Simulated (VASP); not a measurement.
# Pt (P6_3/mmc) in VASP: a series of runs

The runs below take Pt through single point, with r2SCAN.

All numbers are computed with VASP 6.6.1; they aren't measurements. Logs are shortened: lines on timing, memory, paths and dates and some standing lists are left out, and cuts for length are marked.

### 1 The cell of the first run

It takes space group P6_3/mmc (No. 194, hexagonal). The conventional cell has a = 2.717 Å, b = 2.717 Å, c = 4.655 Å, α = 90.00°, β = 90.00°, γ = 120.00°. Pt (site symmetry -6m2) has 12 Pt at 2.72 to 2.81 Å within 3.6 Å.

### 2 Single point, r2SCAN

POSCAR

```
Pt
1.0
    2.7165325422      0.0000000000      0.0000000000
   -1.3582662711      2.3525861917      0.0000000000
    0.0000000000      0.0000000000      4.6547964935
Pt
2
Direct
    0.3333333333      0.6666666667      0.2500000000
    0.6666666667      0.3333333333      0.7500000000
```

INCAR.step1

```
PREC = Accurate
ENCUT = 550
ISMEAR = -1
SIGMA = 0.05
LREAL = False
LASPH = True
NELM = 120
NBANDS = 25
GGA = PE
ALGO = Normal
EDIFF = 1E-5
LWAVE = True
LCHARG = False
GGA_COMPAT = False
```

INCAR.step2

```
PREC = Accurate
ENCUT = 550
EDIFF = 1E-6
ISMEAR = -1
SIGMA = 0.05
LREAL = False
LASPH = True
NELM = 120
ALGO = Normal
ISIF = 2
LWAVE = False
LCHARG = True
METAGGA = R2SCAN
LMIXTAU = True
LELF = True
LVHAR = True
NBANDS = 25
ISTART = 1
GGA_COMPAT = False
```

KPOINTS

```
Automatic mesh
0
Gamma
  8 8 5
```

Potentials or basis: VASP PAW PBE potentials, release 64 (Pt_sv_GW).

On the command line:

```sh
> cat potpaw_PBE.64/Pt_sv_GW/POTCAR > POTCAR
> cp INCAR.step1 INCAR
> mpirun -np 1 vasp_std > vasp.out
> cp INCAR.step2 INCAR
> mpirun -np 1 vasp_std > vasp.out
```

OUTCAR:

```text
PREC = Accurate
   ENCUT = 550
   EDIFF = 1E-6
   ISMEAR = -1
   LREAL = False
   LASPH = True
   NELM = 120
   ISIF = 2
   METAGGA = R2SCAN
   ISTART = 1

 ion  position               nearest neighbor table
   1  0.333  0.667  0.250-   2 2.81   2 2.81   2 2.81   2 2.81   2 2.81   2 2.81
   2  0.667  0.333  0.750-   1 2.81   1 2.81   1 2.81   1 2.81   1 2.81   1 2.81

  LATTYP: Found a hexagonal cell.
 ALAT       =     2.7165325422
 C/A-ratio  =     1.7135066196

  Lattice vectors:

 A1 = (   2.7165325422,   0.0000000000,   0.0000000000)
 A2 = (  -1.3582662711,   2.3525861917,   0.0000000000)
 A3 = (   0.0000000000,   0.0000000000,   4.6547964935)

Analysis of symmetry for initial positions (statically):
=====================================================================
 Subroutine PRICEL returns:
 Original cell was already a primitive cell.

 Routine SETGRP: Setting up the symmetry group for a
 hexagonal supercell.

 Subroutine GETGRP returns: Found 24 space group operations
 (whereof 12 operations were pure point group operations)
 out of a pool of 24 trial point group operations.

The static configuration has the point symmetry D_3d.
 The point group associated with its full space group is D_6h.

Analysis of symmetry for dynamics (positions and initial velocities):
=====================================================================
 Subroutine PRICEL returns:
 Original cell was already a primitive cell.

 Routine SETGRP: Setting up the symmetry group for a
 hexagonal supercell.

 Subroutine GETGRP returns: Found 24 space group operations
 (whereof 12 operations were pure point group operations)
 out of a pool of 24 trial point group operations.

The dynamic configuration has the point symmetry D_3d.
 The point group associated with its full space group is D_6h.

 Subroutine INISYM returns: Found 24 space group operations
 (whereof 12 operations are pure point group operations),
 and found     1 'primitive' translations

----------------------------------------------------------------------------------------

                                     Primitive cell

  volume of cell :      29.7482

  direct lattice vectors                    reciprocal lattice vectors
     2.716532542  0.000000000  0.000000000     0.368116334  0.212532064  0.000000000
    -1.358266271  2.352586192  0.000000000     0.000000000  0.425064129  0.000000000
     0.000000000  0.000000000  4.654796494     0.000000000  0.000000000  0.214832163

  length of vectors
     2.716532542  2.716532542  4.654796494     0.425064129  0.425064129  0.214832163

  position of ions in fractional coordinates (direct lattice)
     0.333333333  0.666666667  0.250000000
     0.666666667  0.333333333  0.750000000

  ion indices of the primitive-cell ions
   primitive index   ion index
                 1           1
                 2           2

----------------------------------------------------------------------------------------

 KPOINTS: Automatic mesh

Automatic generation of k-mesh.
 Grid dimensions read from file:
 generate k-points for:    8    8    5

 Generating k-lattice:

  Cartesian coordinates                     Fractional coordinates (reciprocal lattice)
     0.046014542  0.026566508  0.000000000     0.125000000  0.000000000  0.000000000
     0.000000000  0.053133016  0.000000000     0.000000000  0.125000000  0.000000000
     0.000000000  0.000000000  0.042966433     0.000000000  0.000000000  0.200000000

  Length of vectors
     0.053133016  0.053133016  0.042966433

  Shift w.r.t. Gamma in fractional coordinates (k-lattice)
     0.000000000  0.000000000  0.000000000

 Subroutine IBZKPT returns following result:
 ===========================================

 Found     30 irreducible k-points:

 Following reciprocal coordinates:
            Coordinates               Weight
  0.000000  0.000000  0.000000      1.000000
  0.125000 -0.000000  0.000000      6.000000
  0.250000 -0.000000  0.000000      6.000000
  0.375000  0.000000  0.000000      6.000000
  0.500000 -0.000000  0.000000      3.000000
  0.125000  0.125000  0.000000      6.000000
[... 16 lines left out ...]
  0.250000 -0.000000  0.400000     12.000000
  0.375000  0.000000  0.400000     12.000000
 [... further k-points ...]
   k-points           NKPTS =     30   k-points in BZ     NKDIM =     30   number of bands    NBANDS=     25
   number of dos      NEDOS =    301   number of ions     NIONS =      2
   total plane-waves  NPLWV =  20736
   dimension x,y,z NGX =    24 NGY =   24 NGZ =   36
   dimension x,y,z NGXF=    48 NGYF=   48 NGZF=   72
   ions per type =               2
   NGX,Y,Z   is equivalent  to a cutoff of  14.69, 14.69, 12.86 a.u.
   NGXF,Y,Z  is equivalent  to a cutoff of  29.37, 29.37, 25.71 a.u.
 SYSTEM =  unknown system
   PREC   = accura    normal or accurate (medium, high low for compatibility)
   ISTART =      1    job   : 0-new  1-cont  2-samecut
   ICHARG =      0    charge: 1-file 2-atom 10-const
   ISPIN  =      1    spin polarized calculation?
   LNONCOLLINEAR =      F non collinear calculations
   LSORBIT =      F    spin-orbit coupling
   LASPH  =      T    aspherical Exc in radial PAW
   ENCUT  =  550.0 eV  40.42 Ry    6.36 a.u.   5.19  5.19  8.90*2*pi/ulx,y,z
   NELM   =    120;   NELMIN=  2; NELMDL=  0     # of ELM steps
   EDIFF  = 0.1E-05   stopping-criterion for ELM
   LREAL  =      F    real-space projection
   EDIFFG = 0.1E-04   stopping-criterion for IOM
   NSW    =      0    number of steps for IOM
   IBRION =     -1    ionic relax: 0-MD 1-quasi-New 2-CG
   NFREE  =      0    steps in history (QN), initial steepest desc. (CG)
   ISIF   =      2    stress and relaxation
   ISYM   =      2    0-nonsym 1-usesym 2-fastsym
   POTIM  = 0.5000    time-step for ionic-motion
   TEBEG  =    0.0;   TEEND  =   0.0 temperature during run
   PSTRESS=    0.0 pullay stress
   NELECT =      36.0000    total number of electrons
   NUPDOWN=      -1.0000    fix difference up-down
   EMIN   =  10.00;   EMAX   =-10.00  energy-range for DOS
   EFERMI =   0.00;   METHOD = LEGACY
   ISMEAR =    -1;   SIGMA  =   0.05  broadening in eV -4-tet -1-fermi 0-gaus
   EFERMI_NEDOS =   21; number of points for ismear=-14 and -15
   IALGO  =     38    algorithm
   IMIX   =      4    mixing-type and parameters
     AMIX     =   0.40;   BMIX     =  1.00
     AMIX_MAG =   1.60;   BMIX_MAG =  1.00
  volume/ion in A,a.u.               =      14.87       100.38
  Fermi-wavevector in a.u.,A,eV,Ry     =   1.744571  3.296761 41.409705  3.043527
  Thomas-Fermi vector in A             =   2.816425
   LORBIT       =      0    0 simple, 1 ext, 2 COOP (PROOUT), +10 PAW based schemes
   METAGGA = R2SCAN    functional components
   LHFCALC =     F    Hartree Fock is set to
   AEXX    =    0.0000 exact exchange contribution
   IVDW    =     0    specifies the selected vdW correction
   LEPSILON=     F    determine dielectric tensor
   LRPA    =     F    only Hartree local field effects (RPA)
 non-spin polarized calculation
  energy-cutoff  :      550.00
  volume of cell :       29.75
 maximum number of plane-waves:       881
 NGX is ok and might be reduce to    24
   NGX = 11   NGY = 11   NGZ = 17

 number of electron      36.0000002 magnetization

 Free energy of the ion-electron system (eV)
  ---------------------------------------------------
  ext. energy  EPLUGINS =         0.00000000
  ---------------------------------------------------
  free energy    TOTEN  =      -102.66298446 eV

  energy without entropy =     -102.64009248  energy(sigma->0) =     -102.65153847

 E-fermi :  10.6665     XC(G=0): -15.3770

 val. band max:       10.6594390713   @ k =   0.2500   0.1250   0.0000
 cond. band min:      10.6756773916   @ k =   0.3750   0.2500   0.4000
 fundamental gap:      0.0162383203
 Fermi energy:        10.6664576202

 k-point     1 :       0.0000    0.0000    0.0000
  band No.  band energies     occupation
      1     -89.9650      2.00000
      2     -89.9330      2.00000
      3     -43.7342      2.00000
      4     -43.4018      2.00000
      5     -43.4018      2.00000
      6     -43.3436      2.00000
[... 17 lines left out ...]
     24      28.8517      0.00000
     25      33.1943      0.00000

 k-point     2 :       0.1250   -0.0000    0.0000
  band No.  band energies     occupation
      1     -89.9586      2.00000
      2     -89.9288      2.00000
      3     -43.7097      2.00000
      4     -43.4728      2.00000
      5     -43.4224      2.00000
      6     -43.4159      2.00000
[... 17 lines left out ...]
     24      29.3654      0.00000
     25      31.0276      0.00000

 k-point     3 :       0.2500   -0.0000    0.0000
  band No.  band energies     occupation
      1     -89.9438      2.00000
      2     -89.9198      2.00000
      3     -43.6450      2.00000
      4     -43.6441      2.00000
      5     -43.5891      2.00000
      6     -43.4717      2.00000
[... 17 lines left out ...]
     24      27.7806      0.00000
     25      30.2694      0.00000

 k-point     4 :       0.3750    0.0000    0.0000
  band No.  band energies     occupation
      1     -89.9278      2.00000
      2     -89.9123      2.00000
      3     -43.8169      2.00000
      4     -43.7571      2.00000
      5     -43.5629      2.00000
      6     -43.5197      2.00000
[... 17 lines left out ...]
     24      25.5633      0.00000
     25      25.9236      0.00000
[... 477 lines left out ...]
 k-point    22 :       0.1250   -0.0000    0.4000
  band No.  band energies     occupation
      1     -89.9482      2.00000
      2     -89.9389      2.00000
      3     -43.5786      2.00000
      4     -43.4778      2.00000
      5     -43.4373      2.00000
      6     -43.3996      2.00000
[... 17 lines left out ...]
     24      28.0847      0.00000
     25      30.0516      0.00000

 k-point    23 :       0.2500   -0.0000    0.4000
  band No.  band energies     occupation
      1     -89.9355      2.00000
      2     -89.9281      2.00000
      3     -43.6701      2.00000
      4     -43.6391      2.00000
      5     -43.4811      2.00000
      6     -43.4445      2.00000
[... 17 lines left out ...]
     24      27.6292      0.00000
     25      29.9290      0.00000

 k-point    24 :       0.3750    0.0000    0.4000
  band No.  band energies     occupation
      1     -89.9226      2.00000
      2     -89.9178      2.00000
      3     -43.8264      2.00000
      4     -43.8052      2.00000
      5     -43.4889      2.00000
      6     -43.4606      2.00000
[... 17 lines left out ...]
     24      26.9979      0.00000
     25      27.5079      0.00000

 [... further k-points ...]
[... 5 lines left out ...]
  --------------------------------------------------------------------------------------
  -------------------------------------------------------------------------------------
  Total        1.4537121      1.4537121      1.4678702     -0.0000000     -0.0000000      0.0000000
  in kB       78.2938844     78.2938844     79.0564066     -0.0000000     -0.0000000      0.0000000
  external PRESSURE =      78.5480585 kB  Pullay stress =       0.0000000 kB

 VOLUME and BASIS-vectors are now :
 -----------------------------------------------------------------------------
  energy-cutoff  :      550.00
  volume of cell :       29.75
      direct lattice vectors                 reciprocal lattice vectors
     2.716532542  0.000000000  0.000000000     0.368116334  0.212532064  0.000000000
    -1.358266271  2.352586192  0.000000000     0.000000000  0.425064129  0.000000000
     0.000000000  0.000000000  4.654796494     0.000000000  0.000000000  0.214832163

 POSITION                                       TOTAL-FORCE (eV/Angst)
 -----------------------------------------------------------------------------------
     -0.00000      1.56839      1.16370         0.000000     -0.000000      0.000000
      1.35827      0.78420      3.49110        -0.000000      0.000000      0.000000
 -----------------------------------------------------------------------------------
    total drift:                               -0.000000      0.000000     -0.000000

  FREE ENERGIE OF THE ION-ELECTRON SYSTEM (eV)
  ---------------------------------------------------
  free  energy   TOTEN  =      -102.6629844571 eV

  energy  without entropy=     -102.6400924758  energy(sigma->0) =     -102.65153847
```

It used 170 s of CPU time on 1 thread of AMD EPYC 7R13 Processor (Zen 3) (shared host).

Results:

```
Free energy            : -102.6630 eV
Pressure               : 7.9 GPa
Band gap on the k mesh : zero (band 18 reaches 11.25 eV, above the bottom of band 19 at 9.92 eV)
```

Stress tensor (GPa, compression positive):
```
7.83 0.00 0.00
0.00 7.83 0.00
0.00 0.00 7.91
```

Caveat: the PAW data sets were made with another functional, which shifts forces and pressure a little; spin-orbit coupling is left out, which moves the levels of the heavy elements.

(Continued in part 2 of 2.)
